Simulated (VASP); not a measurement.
# TiH5 (P-62m) in VASP: a series of runs

The runs below take TiH5 through single point, relaxation of cell and atoms, with PBE.

All numbers are computed with VASP 6.6.1; they aren't measurements. Logs are shortened: lines on timing, memory, paths and dates and some standing lists are left out, and cuts for length are marked.

**1. The cell of the first run**

The structure is hexagonal, space group P-62m (No. 189). Conventional cell: a = 3.443 Å, b = 3.443 Å, c = 3.090 Å, α = 90.00°, β = 90.00°, γ = 120.00°. Within 2.5 Å of Ti (site symmetry -62m) lie 12 H at 1.85 to 1.99 Å. H (site symmetry m2m) has 10 H at 1.77 to 2.11 Å and 2 Ti at 1.85 Å within 2.3 Å. H (site symmetry -6) has 9 H at 1.97 to 1.99 Å and 3 Ti at 1.99 Å within 2.6 Å.

The cell was built from a structure type or drawn by symmetry, and may not be a known phase.

**2. Single point, PBE**

Contents of INCAR:

```
SYSTEM = TiH5
ALGO = Normal ; EDIFF = 1E-6
ENCUT = 520 ; GGA = PE
ISIF = 2 ; ISMEAR = 0
LASPH = .True. ; LCHARG = .False.
LREAL = .False. ; LWAVE = .False.
NBANDS = 18 ; NELM = 80
PREC = Accurate ; SIGMA = 0.1
```

Contents of KPOINTS:

```
k-points
0
Gamma
  6 6 6
  0 0 0
```

Contents of POSCAR:

```
TiH5
1.0
    3.4427721578     -0.0000000025      0.0000000000
   -1.7213860767      2.9815281493      0.0000000000
    0.0000000000      0.0000000000      3.0900362145
Ti H
1 5
Direct
    0.0000000000      0.0000000000      0.0000000000
    0.7037266385      0.0000000000      0.5000000000
    0.6666666667      0.3333333333      0.0000000000
    0.2962733615      0.2962733615      0.5000000000
    0.0000000000      0.7037266385      0.5000000000
    0.3333333333      0.6666666667      0.0000000000
```

Potentials or basis: VASP PAW PBE potentials, release 64 (Ti_sv, H).

On the command line:

```console
$ cat potpaw_PBE.64/Ti_sv/POTCAR potpaw_PBE.64/H/POTCAR > POTCAR
$ mpirun -np 1 vasp_std > vasp.out
```

OUTCAR:

```text
SYSTEM = TiH5
   EDIFF = 1E-6
   ENCUT = 520
   GGA = PE
   ISIF = 2
   ISMEAR = 0
   LASPH = .True.
   LREAL = .False.
   NELM = 80
   PREC = Accurate

 ion  position               nearest neighbor table
   1  0.000  0.000  0.000-   5 1.85   5 1.85   4 1.85   4 1.85   2 1.85   2 1.85
   2  0.704  0.000  0.500-   1 1.85   1 1.85
   3  0.667  0.333  0.000-
   4  0.296  0.296  0.500-   1 1.85   1 1.85
   5  0.000  0.704  0.500-   1 1.85   1 1.85
   6  0.333  0.667  0.000-

  LATTYP: Found a hexagonal cell.
 ALAT       =     3.4427721578
 C/A-ratio  =     0.8975430475

  Lattice vectors:

 A1 = (   3.4427721578,  -0.0000000025,   0.0000000000)
 A2 = (  -1.7213860767,   2.9815281493,   0.0000000000)
 A3 = (   0.0000000000,   0.0000000000,   3.0900362145)

Analysis of symmetry for initial positions (statically):
=====================================================================
 Subroutine PRICEL returns:
 Original cell was already a primitive cell.

 Routine SETGRP: Setting up the symmetry group for a
 hexagonal supercell.

 Subroutine GETGRP returns: Found 12 space group operations
 (whereof 12 operations were pure point group operations)
 out of a pool of 24 trial point group operations.

The static configuration has the point symmetry D_3h.

Analysis of symmetry for dynamics (positions and initial velocities):
=====================================================================
 Subroutine PRICEL returns:
 Original cell was already a primitive cell.

 Routine SETGRP: Setting up the symmetry group for a
 hexagonal supercell.

 Subroutine GETGRP returns: Found 12 space group operations
 (whereof 12 operations were pure point group operations)
 out of a pool of 24 trial point group operations.

The dynamic configuration has the point symmetry D_3h.

 Subroutine INISYM returns: Found 12 space group operations
 (whereof 12 operations are pure point group operations),
 and found     1 'primitive' translations

----------------------------------------------------------------------------------------

                                     Primitive cell

  volume of cell :      31.7184

  direct lattice vectors                    reciprocal lattice vectors
     3.442772158 -0.000000003  0.000000000     0.290463602  0.167699238  0.000000000
    -1.721386077  2.981528149  0.000000000     0.000000000  0.335398477  0.000000000
     0.000000000  0.000000000  3.090036214     0.000000000  0.000000000  0.323620803
[... 90 lines left out ...]
   ENCUT  =  520.0 eV  38.22 Ry    6.18 a.u.   6.40  6.40  5.75*2*pi/ulx,y,z
   NELM   =     80;   NELMIN=  2; NELMDL= -5     # of ELM steps
   EDIFF  = 0.1E-05   stopping-criterion for ELM
   LREAL  =      F    real-space projection
[... 7 lines left out ...]
   TEBEG  =    0.0;   TEEND  =   0.0 temperature during run
   PSTRESS=    0.0 pullay stress
   NELECT =      17.0000    total number of electrons
   NUPDOWN=      -1.0000    fix difference up-down
   EMIN   =  10.00;   EMAX   =-10.00  energy-range for DOS
   EFERMI =   0.00;   METHOD = LEGACY
   ISMEAR =     0;   SIGMA  =   0.10  broadening in eV -4-tet -1-fermi 0-gaus
   EFERMI_NEDOS =   21; number of points for ismear=-14 and -15
   IALGO  =     38    algorithm
   IMIX   =      4    mixing-type and parameters
     AMIX     =   0.40;   BMIX     =  1.00
     AMIX_MAG =   1.60;   BMIX_MAG =  1.00
  volume/ion in A,a.u.               =       5.29        35.67
  Fermi-wavevector in a.u.,A,eV,Ry     =   1.329804  2.512965 24.060243  1.768378
  Thomas-Fermi vector in A             =   2.458939
   LORBIT       =      0    0 simple, 1 ext, 2 COOP (PROOUT), +10 PAW based schemes
   GGA     = PE    functional components
   LHFCALC =     F    Hartree Fock is set to
   AEXX    =    0.0000 exact exchange contribution
   IVDW    =     0    specifies the selected vdW correction
   LEPSILON=     F    determine dielectric tensor
   LRPA    =     F    only Hartree local field effects (RPA)
 non-spin polarized calculation
 Gauss-broadening in eV      SIGMA  =   0.10
  energy-cutoff  :      520.00
  volume of cell :       31.72
 maximum number of plane-waves:       867
 NGX is ok and might be reduce to    28
   NGX = 13   NGY = 13   NGZ = 11

 number of electron      17.0000005 magnetization

 Free energy of the ion-electron system (eV)
  ---------------------------------------------------
  ext. energy  EPLUGINS =         0.00000000
  ---------------------------------------------------
  free energy    TOTEN  =       -23.95187241 eV

  energy without entropy =      -23.94692843  energy(sigma->0) =      -23.94940042

 E-fermi :   4.6304     XC(G=0): -11.1671

 val. band max:        4.5542021541   @ k =   0.3333   0.1667   0.1667
 cond. band min:       4.6879202020   @ k =   0.1667   0.1667   0.0000
 fundamental gap:      0.1337180479
 Fermi energy:         4.6303659033

 k-point     1 :       0.0000    0.0000    0.0000
  band No.  band energies     occupation
      1     -51.7618      2.00000
      2     -28.0378      2.00000
      3     -28.0378      2.00000
      4     -27.8153      2.00000
      5      -6.0996      2.00000
      6       0.6751      2.00000
[... 481 lines left out ...]
      5      -1.3748      2.00000
      6      -0.7068      2.00000
[... 10 lines left out ...]
     17      15.5353      0.00000
     18      19.5818      0.00000

 [... further k-points ...]

------------------------ aborting loop because EDIFF is reached ----------------------------------------

  FORCE on cell =-STRESS in cart. coord.  units (eV):
  Direction    XX          YY          ZZ          XY          YZ          ZX
  --------------------------------------------------------------------------------------
  -------------------------------------------------------------------------------------
  Total       -0.0402239     -0.0402239      0.0039363     -0.0000000      0.0000000      0.0000000
  in kB       -2.0318148     -2.0318148      0.1988335     -0.0000000      0.0000000      0.0000000
  external PRESSURE =      -1.2882654 kB  Pullay stress =       0.0000000 kB

 VOLUME and BASIS-vectors are now :
 -----------------------------------------------------------------------------
  energy-cutoff  :      520.00
  volume of cell :       31.72
      direct lattice vectors                 reciprocal lattice vectors
     3.442772158 -0.000000003  0.000000000     0.290463602  0.167699238  0.000000000
    -1.721386077  2.981528149  0.000000000     0.000000000  0.335398477  0.000000000
     0.000000000  0.000000000  3.090036214     0.000000000  0.000000000  0.323620803

 POSITION                                       TOTAL-FORCE (eV/Angst)
 -----------------------------------------------------------------------------------
      0.00000      0.00000      0.00000        -0.000000      0.000000      0.000000
      2.42277     -0.00000      1.54502        -0.006518      0.000000      0.000000
      1.72139      0.99384      0.00000        -0.000000      0.000000      0.000000
      0.51000      0.88335      1.54502         0.003259      0.005645      0.000000
     -1.21139      2.09818      1.54502         0.003259     -0.005645      0.000000
      0.00000      1.98769      0.00000        -0.000000      0.000000      0.000000
 -----------------------------------------------------------------------------------
    total drift:                               -0.000000     -0.000000      0.000000

  FREE ENERGIE OF THE ION-ELECTRON SYSTEM (eV)
  ---------------------------------------------------
  free  energy   TOTEN  =       -23.9518724144 eV

  energy  without entropy=      -23.9469284279  energy(sigma->0) =      -23.94940042
```

stdout:

```text
POSCAR found type information on POSCAR TiH
 POSCAR found :  2 types and       6 ions
 scaLAPACK will be used
 LDA part: xc-table for (Slater+PW92), standard interpolation
 POSCAR, INCAR and KPOINTS ok, starting setup
 FFT: planning ... GRIDC
 FFT: planning ... GRID_SOFT
 FFT: planning ... GRID
 WAVECAR not read
 entering main loop
```

It took 11 s on 1 thread of Intel Xeon Platinum 8488C (Sapphire Rapids), shared host; peak memory 0.15 GiB.

Results:

```
Free energy            : -23.9519 eV
Pressure               : -0.1 GPa
Largest force          : 0.007 eV/Å
Band gap on the k mesh : zero (an odd number of electrons rules out a gap without spin polarisation)
```

Forces in eV/Å, atoms in the order of the input:
```
Ti   0.000  0.000  0.000
H   -0.007  0.000  0.000
H    0.000  0.000  0.000
H    0.003  0.006  0.000
H    0.003 -0.006  0.000
H    0.000  0.000  0.000
```

Stress tensor (GPa, compression positive):
```
-0.20  0.00  0.00
 0.00 -0.20  0.00
 0.00  0.00  0.02
```

Levels at points of the mesh, in eV from the Fermi level:
| k point | band 7 | band 8 | band 9 | band 10 | band 11 | band 12 |
| --- | --- | --- | --- | --- | --- | --- |
| (0.00, 0.00, 0.00) | -0.42 | -0.42 | 1.44 | 2.49 | 2.49 | 3.79 |
| (0.50, 0.00, 0.00) | -3.81 | 1.09 | 1.52 | 1.99 | 2.31 | 3.12 |
| (0.00, 0.00, 0.50) | -1.06 | -1.06 | 0.91 | 0.91 | 2.21 | 3.86 |
| (0.50, 0.00, 0.50) | -3.96 | -3.79 | -1.95 | 2.52 | 3.06 | 5.51 |

**3. Single point, PBE**

This run uses another cell than the first one, of 8.57 Å³/atom.

Contents of INCAR:

```
SYSTEM = TiH5
ALGO = Normal ; EDIFF = 1E-6
ENCUT = 520 ; GGA = PE
ISIF = 2 ; ISMEAR = 0
LASPH = .TRUE. ; LCHARG = .TRUE.
LELF = .TRUE. ; LREAL = .FALSE.
LVHAR = .TRUE. ; LWAVE = .FALSE.
NBANDS = 18 ; NELM = 60
PREC = Accurate ; SIGMA = 0.1
```

Contents of KPOINTS:

```
k-points
0
G
  6 6 6
  0 0 0
```

Contents of POSCAR:

```
TiH5
1.0
    3.9930472500      0.0000000000      0.0000000000
   -1.9965236200      3.4580803500      0.0000000000
    0.0000000000      0.0000000000      3.7241501600
Ti H
1 5
Direct
    0.0000000000      0.0000000000      0.0000000000
    0.6599730300      0.0000000000      0.5000000000
    0.6666666700      0.3333333300      0.0000000000
    0.3400269700      0.3400269700      0.5000000000
    0.0000000000      0.6599730300      0.5000000000
    0.3333333300      0.6666666700      0.0000000000
```

Potentials or basis: VASP PAW PBE potentials, release 64 (Ti_sv, H).

On the command line:

```console
$ cat potpaw_PBE.64/Ti_sv/POTCAR potpaw_PBE.64/H/POTCAR > POTCAR
$ mpirun -np 1 vasp_std > vasp.out
```

Run time: 21 s. Hardware: 1 thread of Intel Xeon Platinum 8488C (Sapphire Rapids), shared host; peak memory 0.17 GiB.

It converged, with:

```yaml
Free_energy: -21.1109 eV
Pressure: -27.0 GPa
Largest_force: 1.055 eV/Å
Band_gap_on_the_k_mesh: zero (an odd number of electrons rules out a gap without spin polarisation)
```

Forces on the atoms (eV/Å):
```
Ti   0.000  0.000  0.000
H    1.055  0.000  0.000
H    0.000  0.000  0.000
H   -0.527 -0.914  0.000
H   -0.527  0.914  0.000
H    0.000  0.000  0.000
```

Stress tensor (GPa, compression positive):
```
-23.54   0.00   0.00
  0.00 -23.54   0.00
  0.00   0.00 -33.99
```

Levels at points of the mesh, in eV from the Fermi level:
```csv
k point,band 6,band 7,band 8,band 9,band 10,band 11,band 12,band 13
"(0.00, 0.00, 0.00)",-2.29,-0.25,-0.25,0.96,1.28,1.28,2.40,2.40
"(0.50, 0.00, 0.00)",-4.77,-2.08,0.62,0.82,0.99,1.19,1.56,1.76
"(0.00, 0.00, 0.50)",-5.20,-0.31,-0.31,0.50,0.50,1.30,1.91,3.66
"(0.50, 0.00, 0.50)",-3.17,-2.88,-2.62,-0.96,1.25,1.53,2.83,2.87
```

Caveat: the cell stands under tension; forces of over 1 eV/Å act on the atoms, so gaps and moduli don't describe the material at rest.

**4. Single point, PBE**

This run uses another cell than the first one, of 5.31 Å³/atom.

Contents of INCAR:

```
SYSTEM = TiH5
PREC = Accurate
ENCUT = 520
EDIFF = 1E-6
ISMEAR = 0
SIGMA = 0.1
LREAL = .FALSE.
LASPH = .TRUE.
NELM = 100
ALGO = Normal
ISIF = 2
LWAVE = .FALSE.
LCHARG = .FALSE.
GGA = PE
NBANDS = 18
```

Contents of KPOINTS:

```
Automatic mesh
0
G
  12 12 12
  0 0 0
```

Contents of POSCAR:

```
TiH5
1.0
    3.4667229333      0.0000000000      0.0000000000
   -1.7333614666      3.0022701281      0.0000000000
    0.0000000000      0.0000000000      3.0582394802
Ti H
1 5
Direct
    0.0000000000      0.0000000000      0.0000000000
    0.7012559189      0.0000000000      0.5000000000
    0.6666666667      0.3333333333      0.0000000000
    0.2987440811      0.2987440811      0.5000000000
    0.0000000000      0.7012559189      0.5000000000
    0.3333333333      0.6666666667      0.0000000000
```

On the command line:

```console
$ cat potpaw_PBE.64/Ti_sv/POTCAR potpaw_PBE.64/H/POTCAR > POTCAR
$ mpirun -np 1 vasp_std > vasp.out
```

It took 45 s on 1 thread of Intel Xeon Platinum 8488C (Sapphire Rapids), shared host; peak memory 0.19 GiB.

It converged, with:

```yaml
Free_energy: -23.9570 eV
Pressure: -0.2 GPa
Largest_force: 0.005 eV/Å
Band_gap_on_the_k_mesh: zero (an odd number of electrons rules out a gap without spin polarisation)
```

Forces in eV/Å, atoms in the order of the input:
```
Ti   0.000  0.000  0.000
H   -0.005  0.000  0.000
H    0.000  0.000  0.000
H    0.002  0.004  0.000
H    0.002 -0.004  0.000
H    0.000  0.000  0.000
```

Stress tensor (GPa, compression positive):
```
-0.22  0.00  0.00
 0.00 -0.22  0.00
 0.00  0.00 -0.10
```

Levels at points of the mesh, in eV from the Fermi level:
| k point | band 5 | band 6 | band 7 | band 8 | band 9 | band 10 | band 11 | band 12 | band 13 | band 14 |
| --- | --- | --- | --- | --- | --- | --- | --- | --- | --- | --- |
| (0.00, 0.00, 0.00) | -10.79 | -3.89 | -0.61 | -0.61 | 1.23 | 2.40 | 2.40 | 3.65 | 3.65 | 7.43 |
| (0.50, 0.00, 0.00) | -7.22 | -6.91 | -3.87 | 0.91 | 1.49 | 1.85 | 2.23 | 2.94 | 3.52 | 7.05 |
| (0.00, 0.00, 0.50) | -7.13 | -7.06 | -1.27 | -1.27 | 0.82 | 0.82 | 2.05 | 3.87 | 6.76 | 6.76 |
| (0.50, 0.00, 0.50) | -5.23 | -4.02 | -3.94 | -3.86 | -2.14 | 2.38 | 2.97 | 5.39 | 5.63 | 5.87 |

[end of part 1 of 2]
